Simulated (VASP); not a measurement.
# Si2C (P-6m2) in VASP: notebook

Si2C is run at these levels: PBE; tasks: single point, relaxation of cell and atoms.

All numbers are computed with VASP 6.6.1; they aren't measurements. Logs are shortened: lines on timing, memory, paths and dates and some standing lists are left out, and cuts for length are marked.

### Step 1. The cell of the first run

The structure is hexagonal, space group P-6m2 (No. 187). The conventional cell has a = 2.988 Å, b = 2.988 Å, c = 9.362 Å, α = 90.00°, β = 90.00°, γ = 120.00°. Within 3.3 Å of Si (site symmetry -6m2) lie 6 C at 2.51 Å and 8 Si at 2.59 to 2.99 Å. Within 2.5 Å of Si (site symmetry 3m) lie 3 C at 1.89 Å. Si (site symmetry -6m2) has 12 Si at 2.71 to 2.99 Å and 2 C at 2.86 Å within 3.6 Å. Within 2.5 Å of C (site symmetry 3m) lie 3 Si at 1.89 Å.

### Step 2. Single point, PBE

Contents of INCAR:

```
SYSTEM = Si2C
PREC = Accurate ; ENCUT = 520
EDIFF = 1E-7 ; ISMEAR = 0
SIGMA = 0.1 ; LREAL = .FALSE.
LASPH = .TRUE. ; NELM = 100
ALGO = Normal ; ISIF = 2
LWAVE = .FALSE. ; LCHARG = .FALSE.
GGA = PE ; NBANDS = 21
```

Contents of KPOINTS:

```
Automatic mesh
0
G
  6 6 2
  0 0 0
```

Contents of POSCAR:

```
Si2C
1.0
    2.9875509294     -0.0000000032      0.0000000000
   -1.4937754619      2.5872950015      0.0000000000
    0.0000000000      0.0000000000      9.3624161239
Si C
4 2
Direct
    0.3333333333      0.6666666667      0.0000000000
    0.3333333333      0.6666666667      0.2771169266
    0.3333333333      0.6666666667      0.7228830734
    0.6666666667      0.3333333333      0.5000000000
    0.6666666667      0.3333333333      0.1943549380
    0.6666666667      0.3333333333      0.8056450620
```

Potentials or basis: VASP PAW PBE potentials, release 64 (Si, C).

Launch:

```
$ cat potpaw_PBE.64/Si/POTCAR potpaw_PBE.64/C/POTCAR > POTCAR
$ mpirun -np 1 vasp_std > vasp.out
```

OUTCAR:

```text
SYSTEM = Si2C
   PREC = Accurate
   ENCUT = 520
   EDIFF = 1E-7
   ISMEAR = 0
   LREAL = .FALSE.
   LASPH = .TRUE.
   NELM = 100
   ISIF = 2
   GGA = PE

 ion  position               nearest neighbor table
   1  0.333  0.667  0.000-   5 2.51   6 2.51   5 2.51   6 2.51   5 2.51   6 2.51   2 2.59   3 2.59

   2  0.333  0.667  0.277-   5 1.89   5 1.89   5 1.89   1 2.59   4 2.71   4 2.71   4 2.71
   3  0.333  0.667  0.723-   6 1.89   6 1.89   6 1.89   1 2.59   4 2.71   4 2.71   4 2.71
   4  0.667  0.333  0.500-   2 2.71   3 2.71   2 2.71   3 2.71   2 2.71   3 2.71
   5  0.667  0.333  0.194-   2 1.89   2 1.89   2 1.89   1 2.51   1 2.51   1 2.51
   6  0.667  0.333  0.806-   3 1.89   3 1.89   3 1.89   1 2.51   1 2.51   1 2.51

  LATTYP: Found a hexagonal cell.
 ALAT       =     2.9875509294
 C/A-ratio  =     3.1338097141

  Lattice vectors:

 A1 = (   2.9875509294,  -0.0000000032,   0.0000000000)
 A2 = (  -1.4937754619,   2.5872950015,   0.0000000000)
 A3 = (   0.0000000000,   0.0000000000,   9.3624161239)

Analysis of symmetry for initial positions (statically):
=====================================================================
 Subroutine PRICEL returns:
 Original cell was already a primitive cell.

 Routine SETGRP: Setting up the symmetry group for a
 hexagonal supercell.

 Subroutine GETGRP returns: Found 12 space group operations
 (whereof 12 operations were pure point group operations)
 out of a pool of 24 trial point group operations.

The static configuration has the point symmetry D_3h.

Analysis of symmetry for dynamics (positions and initial velocities):
=====================================================================
 Subroutine PRICEL returns:
 Original cell was already a primitive cell.

 Routine SETGRP: Setting up the symmetry group for a
 hexagonal supercell.

 Subroutine GETGRP returns: Found 12 space group operations
 (whereof 12 operations were pure point group operations)
 out of a pool of 24 trial point group operations.

The dynamic configuration has the point symmetry D_3h.

 Subroutine INISYM returns: Found 12 space group operations
 (whereof 12 operations are pure point group operations),
 and found     1 'primitive' translations

----------------------------------------------------------------------------------------

                                     Primitive cell

  volume of cell :      72.3684

  direct lattice vectors                    reciprocal lattice vectors
     2.987550929 -0.000000003  0.000000000     0.334722328  0.193252025  0.000000000
    -1.493775462  2.587295001  0.000000000     0.000000000  0.386504052  0.000000000
     0.000000000  0.000000000  9.362416124     0.000000000  0.000000000  0.106810036

  length of vectors
     2.987550929  2.987550929  9.362416124     0.386504052  0.386504052  0.106810036

  position of ions in fractional coordinates (direct lattice)
     0.333333333  0.666666667  0.000000000
     0.333333333  0.666666667  0.277116927
     0.333333333  0.666666667  0.722883073
     0.666666667  0.333333333  0.500000000
     0.666666667  0.333333333  0.194354938
     0.666666667  0.333333333  0.805645062

  ion indices of the primitive-cell ions
   primitive index   ion index
                 1           1
                 2           2
                 3           3
                 4           4
                 5           5
                 6           6

----------------------------------------------------------------------------------------

 KPOINTS: Automatic mesh

Automatic generation of k-mesh.
 Grid dimensions read from file:
 generate k-points for:    6    6    2

 Generating k-lattice:

  Cartesian coordinates                     Fractional coordinates (reciprocal lattice)
     0.055787055  0.032208671  0.000000000     0.166666667  0.000000000  0.000000000
     0.000000000  0.064417342  0.000000000     0.000000000  0.166666667  0.000000000
     0.000000000  0.000000000  0.053405018     0.000000000  0.000000000  0.500000000

  Length of vectors
     0.064417342  0.064417342  0.053405018

  Shift w.r.t. Gamma in fractional coordinates (k-lattice)
     0.000000000  0.000000000  0.000000000

 Subroutine IBZKPT returns following result:
 ===========================================

 Found     14 irreducible k-points:

 Following reciprocal coordinates:
            Coordinates               Weight
  0.000000  0.000000  0.000000      1.000000
  0.166667  0.000000  0.000000      6.000000
  0.333333  0.000000  0.000000      6.000000
  0.500000  0.000000  0.000000      3.000000
  0.166667  0.166667  0.000000      6.000000
  0.333333  0.166667  0.000000     12.000000
  0.333333  0.333333  0.000000      2.000000
  0.000000  0.000000  0.500000      1.000000
  0.166667  0.000000  0.500000      6.000000
  0.333333  0.000000  0.500000      6.000000
  0.500000  0.000000  0.500000      3.000000
  0.166667  0.166667  0.500000      6.000000
  0.333333  0.166667  0.500000     12.000000
  0.333333  0.333333  0.500000      2.000000
   k-points           NKPTS =     14   k-points in BZ     NKDIM =     14   number of bands    NBANDS=     21
   number of dos      NEDOS =    301   number of ions     NIONS =      6
   total plane-waves  NPLWV =  40320
   dimension x,y,z NGX =    24 NGY =   24 NGZ =   70
   dimension x,y,z NGXF=    48 NGYF=   48 NGZF=  140
   ions per type =               4   2
   NGX,Y,Z   is equivalent  to a cutoff of  13.36, 13.36, 12.43 a.u.
   NGXF,Y,Z  is equivalent  to a cutoff of  26.71, 26.71, 24.86 a.u.
 SYSTEM =  Si2C
   PREC   = accura    normal or accurate (medium, high low for compatibility)
   ISTART =      0    job   : 0-new  1-cont  2-samecut
   ICHARG =      2    charge: 1-file 2-atom 10-const
   ISPIN  =      1    spin polarized calculation?
   LNONCOLLINEAR =      F non collinear calculations
   LSORBIT =      F    spin-orbit coupling
   LASPH  =      T    aspherical Exc in radial PAW
   ENCUT  =  520.0 eV  38.22 Ry    6.18 a.u.   5.55  5.55 17.41*2*pi/ulx,y,z
   NELM   =    100;   NELMIN=  2; NELMDL= -5     # of ELM steps
   EDIFF  = 0.1E-06   stopping-criterion for ELM
   LREAL  =      F    real-space projection
   EDIFFG = 0.1E-05   stopping-criterion for IOM
   NSW    =      0    number of steps for IOM
   IBRION =     -1    ionic relax: 0-MD 1-quasi-New 2-CG
   NFREE  =      0    steps in history (QN), initial steepest desc. (CG)
   ISIF   =      2    stress and relaxation
   ISYM   =      2    0-nonsym 1-usesym 2-fastsym
   POTIM  = 0.5000    time-step for ionic-motion
   TEBEG  =    0.0;   TEEND  =   0.0 temperature during run
   PSTRESS=    0.0 pullay stress
   NELECT =      24.0000    total number of electrons
   NUPDOWN=      -1.0000    fix difference up-down
   EMIN   =  10.00;   EMAX   =-10.00  energy-range for DOS
   EFERMI =   0.00;   METHOD = LEGACY
   ISMEAR =     0;   SIGMA  =   0.10  broadening in eV -4-tet -1-fermi 0-gaus
   EFERMI_NEDOS =   21; number of points for ismear=-14 and -15
   IALGO  =     38    algorithm
   IMIX   =      4    mixing-type and parameters
     AMIX     =   0.40;   BMIX     =  1.00
     AMIX_MAG =   1.60;   BMIX_MAG =  1.00
  volume/ion in A,a.u.               =      12.06        81.39
  Fermi-wavevector in a.u.,A,eV,Ry     =   1.133171  2.141383 17.470926  1.284077
  Thomas-Fermi vector in A             =   2.269873
   LORBIT       =      0    0 simple, 1 ext, 2 COOP (PROOUT), +10 PAW based schemes
   GGA     = PE    functional components
   LHFCALC =     F    Hartree Fock is set to
   AEXX    =    0.0000 exact exchange contribution
   IVDW    =     0    specifies the selected vdW correction
   LEPSILON=     F    determine dielectric tensor
   LRPA    =     F    only Hartree local field effects (RPA)
 non-spin polarized calculation
 Gauss-broadening in eV      SIGMA  =   0.10
  energy-cutoff  :      520.00
  volume of cell :       72.37
 maximum number of plane-waves:      1991
 NGX is ok and might be reduce to    24
   NGX = 11   NGY = 11   NGZ = 35

 number of electron      24.0000000 magnetization

 Free energy of the ion-electron system (eV)
  ---------------------------------------------------
  ext. energy  EPLUGINS =         0.00000000
  ---------------------------------------------------
  free energy    TOTEN  =       -35.70649655 eV

  energy without entropy =      -35.69914189  energy(sigma->0) =      -35.70281922

 E-fermi :   9.1275     XC(G=0): -11.2789

 val. band max:        9.1094253091   @ k =   0.1667   0.1667   0.5000
 cond. band min:       9.2684447698   @ k =   0.5000   0.0000   0.5000
 fundamental gap:      0.1590194607
 Fermi energy:         9.1275344736

 k-point     1 :       0.0000    0.0000    0.0000
  band No.  band energies     occupation
      1      -6.7695      2.00000
      2      -6.2167      2.00000
      3      -2.9010      2.00000
      4       0.1697      2.00000
      5       0.9849      2.00000
      6       7.1201      2.00000
[... 13 lines left out ...]
     20      16.1289      0.00000
     21      16.9596      0.00000

 k-point     2 :       0.1667    0.0000    0.0000
  band No.  band energies     occupation
      1      -6.2443      2.00000
      2      -5.7079      2.00000
      3      -2.3203      2.00000
      4       0.6978      2.00000
      5       1.5192      2.00000
      6       5.6974      2.00000
[... 13 lines left out ...]
     20      16.0749      0.00000
     21      16.6724      0.00000

 k-point     3 :       0.3333    0.0000    0.0000
  band No.  band energies     occupation
      1      -4.7363      2.00000
      2      -4.2586      2.00000
      3      -0.6109      2.00000
      4       1.4649      2.00000
      5       2.2654      2.00000
      6       2.8508      2.00000
[... 13 lines left out ...]
     20      15.6259      0.00000
     21      16.2708      0.00000

 k-point     4 :       0.5000    0.0000    0.0000
  band No.  band energies     occupation
      1      -3.1306      2.00000
      2      -2.7846      2.00000
      3      -0.6503      2.00000
      4       0.0166      2.00000
      5       1.6104      2.00000
      6       3.1214      2.00000
[... 13 lines left out ...]
     20      14.4961      0.00000
     21      15.6213      0.00000

 k-point     5 :       0.1667    0.1667    0.0000
  band No.  band energies     occupation
      1      -5.2224      2.00000
      2      -4.7228      2.00000
      3      -1.1718      2.00000
      4       1.6071      2.00000
      5       2.5635      2.00000
      6       3.6299      2.00000
[... 13 lines left out ...]
     20      15.7892      0.00000
     21      16.5753      0.00000

 k-point     6 :       0.3333    0.1667    0.0000
  band No.  band energies     occupation
      1      -3.4125      2.00000
      2      -3.0190      2.00000
      3       0.3336      2.00000
      4       0.9729      2.00000
      5       1.0676      2.00000
      6       3.7868      2.00000
[... 13 lines left out ...]
     20      15.0812      0.00000
     21      16.3712      0.00000

 k-point     7 :       0.3333    0.3333    0.0000
  band No.  band energies     occupation
      1      -2.3044      2.00000
      2      -2.0482      2.00000
      3      -0.0534      2.00000
      4       0.6578      2.00000
      5       2.1176      2.00000
      6       2.6324      2.00000
[... 13 lines left out ...]
     20      15.6157      0.00000
     21      18.1208      0.00000
[... 51 lines left out ...]
      1      -4.6279      2.00000
      2      -4.4117      2.00000
      3       0.1345      2.00000
      4       0.4637      2.00000
      5       2.0383      2.00000
      6       2.1946      2.00000
[... 13 lines left out ...]
     20      15.2340      0.00000
     21      16.6335      0.00000

 k-point    11 :       0.5000    0.0000    0.5000
  band No.  band energies     occupation
      1      -3.0515      2.00000
      2      -2.8854      2.00000
      3      -0.5422      2.00000
      4      -0.1735      2.00000
      5       2.2961      2.00000
      6       2.7013      2.00000
[... 13 lines left out ...]
     20      15.8162      0.00000
     21      16.7001      0.00000

 k-point    12 :       0.1667    0.1667    0.5000
  band No.  band energies     occupation
      1      -5.1081      2.00000
      2      -4.8868      2.00000
      3      -0.3994      2.00000
      4      -0.0136      2.00000
      5       3.3239      2.00000
      6       3.5291      2.00000
[... 13 lines left out ...]
     20      15.8739      0.00000
     21      16.6163      0.00000

 k-point    13 :       0.3333    0.1667    0.5000
  band No.  band energies     occupation
      1      -3.3235      2.00000
      2      -3.1364      2.00000
      3       0.4099      2.00000
      4       0.7799      2.00000
      5       1.8119      2.00000
      6       2.2988      2.00000
[... 13 lines left out ...]
     20      15.6784      0.00000
     21      16.1487      0.00000

 k-point    14 :       0.3333    0.3333    0.5000
  band No.  band energies     occupation
      1      -2.2409      2.00000
      2      -2.1236      2.00000
      3       0.0328      2.00000
      4       0.5000      2.00000
      5       2.2484      2.00000
      6       2.4427      2.00000
[... 13 lines left out ...]
     20      16.2974      0.00000
     21      18.6953      0.00000

------------------------ aborting loop because EDIFF is reached ----------------------------------------

  FORCE on cell =-STRESS in cart. coord.  units (eV):
  Direction    XX          YY          ZZ          XY          YZ          ZX
  --------------------------------------------------------------------------------------
  -------------------------------------------------------------------------------------
  Total        0.1921212      0.1921212     -0.1525499      0.0000000      0.0000000      0.0000000
  in kB        4.2534034      4.2534034     -3.3773288      0.0000000      0.0000000      0.0000000
  external PRESSURE =       1.7098260 kB  Pullay stress =       0.0000000 kB

 VOLUME and BASIS-vectors are now :
 -----------------------------------------------------------------------------
  energy-cutoff  :      520.00
  volume of cell :       72.37
      direct lattice vectors                 reciprocal lattice vectors
     2.987550929 -0.000000003  0.000000000     0.334722328  0.193252025  0.000000000
    -1.493775462  2.587295001  0.000000000     0.000000000  0.386504052  0.000000000
     0.000000000  0.000000000  9.362416124     0.000000000  0.000000000  0.106810036

 POSITION                                       TOTAL-FORCE (eV/Angst)
 -----------------------------------------------------------------------------------
      0.00000      1.72486      0.00000         0.000000     -0.000000     -0.000000
      0.00000      1.72486      2.59448         0.000000      0.000000     -0.009374
      0.00000      1.72486      6.76793         0.000000     -0.000000      0.009374
      1.49378      0.86243      4.68121         0.000000     -0.000000     -0.000000
      1.49378      0.86243      1.81963        -0.000000      0.000000      0.018321
      1.49378      0.86243      7.54278        -0.000000      0.000000     -0.018321
 -----------------------------------------------------------------------------------
    total drift:                               -0.000000      0.000000      0.000000

  FREE ENERGIE OF THE ION-ELECTRON SYSTEM (eV)
  ---------------------------------------------------
  free  energy   TOTEN  =       -35.7064965464 eV

  energy  without entropy=      -35.6991418891  energy(sigma->0) =      -35.70281922
```

Run time: 21 s. Hardware: 1 thread of Intel Xeon Platinum 8488C (Sapphire Rapids), shared host; peak memory 0.18 GiB.

Results:

| Quantity | Value |
| --- | --- |
| Free energy | -35.7065 eV |
| Pressure | 0.2 GPa |
| Largest force | 0.018 eV/Å |
| Band gap on the k mesh | zero (band 12 reaches 13.91 eV, above the bottom of band 13 at 7.36 eV) |

Forces on the atoms (eV/Å):
```
Si   0.000  0.000  0.000
Si   0.000  0.000 -0.009
Si   0.000  0.000  0.009
Si   0.000  0.000  0.000
C    0.000  0.000  0.018
C    0.000  0.000 -0.018
```

Stress tensor (GPa, compression positive):
```
 0.43  0.00  0.00
 0.00  0.43  0.00
 0.00  0.00 -0.34
```

Levels at points of the mesh, in eV from the Fermi level:
```csv
k point,band 10,band 11,band 12,band 13,band 14,band 15
"(0.00, 0.00, 0.00)",-1.03,-0.94,4.78,5.23,5.48,6.06
"(0.50, 0.00, 0.00)",-3.04,-2.93,-2.02,0.98,1.63,2.74
"(0.00, 0.00, 0.50)",-1.04,1.89,3.07,5.19,6.10,6.23
"(0.50, 0.00, 0.50)",-2.97,-2.00,-1.29,0.14,1.33,2.83
```

Caveat: the k points lie up to 0.40 Å⁻¹ apart.

### Step 3. Single point, PBE

This run uses another cell than the first one, of 14.40 Å³/atom, 1.194 times its volume.

Contents of INCAR:

```
ALGO = Normal
EDIFF = 1E-6
ENCUT = 520
GGA = PE
ISIF = 2
ISMEAR = 0
LASPH = T
LCHARG = F
LREAL = F
LWAVE = F
NBANDS = 21
NELM = 60
PREC = Accurate
SIGMA = 0.1
```

Contents of KPOINTS:

```
k-points
0
Gamma
  6 6 2
```

Contents of POSCAR:

```
Si2C
1.0
    2.7364528100      0.0000000000      0.0000000000
   -1.3682264000      2.3698376500      0.0000000000
    0.0000000000      0.0000000000     13.3250650100
Si C
4 2
Direct
    0.3333333300      0.6666666700      0.0000000000
    0.3333333300      0.6666666700      0.3333333300
    0.3333333300      0.6666666700      0.6666666700
    0.6666666700      0.3333333300      0.5000000000
    0.6666666700      0.3333333300      0.1666666700
    0.6666666700      0.3333333300      0.8333333300
```

Potentials or basis: VASP PAW PBE potentials, release 64 (Si, C).

Launch:

```
$ cat potpaw_PBE.64/Si/POTCAR potpaw_PBE.64/C/POTCAR > POTCAR
$ mpirun -np 1 vasp_std > vasp.out
```

Wall time 29 s (1 thread of Intel Xeon Platinum 8488C (Sapphire Rapids), shared host); peak memory 0.18 GiB.

It converged, with:

```yaml
Free_energy: -28.0957 eV
Pressure: -13.7 GPa
Largest_force: 1.464 eV/Å
Band_gap_on_the_k_mesh: zero (band 12 reaches 10.53 eV, above the bottom of band 13 at 4.94 eV)
```

Forces in eV/Å, atoms in the order of the input:
```
Si   0.000  0.000  0.000
Si   0.000  0.000 -1.464
Si   0.000  0.000  1.464
Si   0.000  0.000  0.000
C    0.000  0.000  0.175
C    0.000  0.000 -0.175
```

Stress tensor (GPa, compression positive):
```
-10.04   0.00   0.00
  0.00 -10.04   0.00
  0.00   0.00 -21.00
```

Levels at points of the mesh, in eV from the Fermi level:
| k point | band 10 | band 11 | band 12 | band 13 | band 14 | band 15 |
| --- | --- | --- | --- | --- | --- | --- |
| (0.00, 0.00, 0.00) | 3.41 | 3.41 | 3.45 | 3.45 | 3.63 | 4.43 |
| (0.50, 0.00, 0.00) | -3.43 | -2.19 | -1.19 | -0.96 | 1.48 | 1.79 |
| (0.00, 0.00, 0.50) | 1.71 | 3.41 | 3.41 | 3.45 | 3.45 | 5.73 |
| (0.50, 0.00, 0.50) | -3.09 | -2.09 | -2.03 | 0.39 | 0.40 | 1.80 |

Caveat: the k points lie up to 0.44 Å⁻¹ apart; forces of over 1 eV/Å act on the atoms, so gaps and moduli don't describe the material at rest.

[end of part 1 of 2]
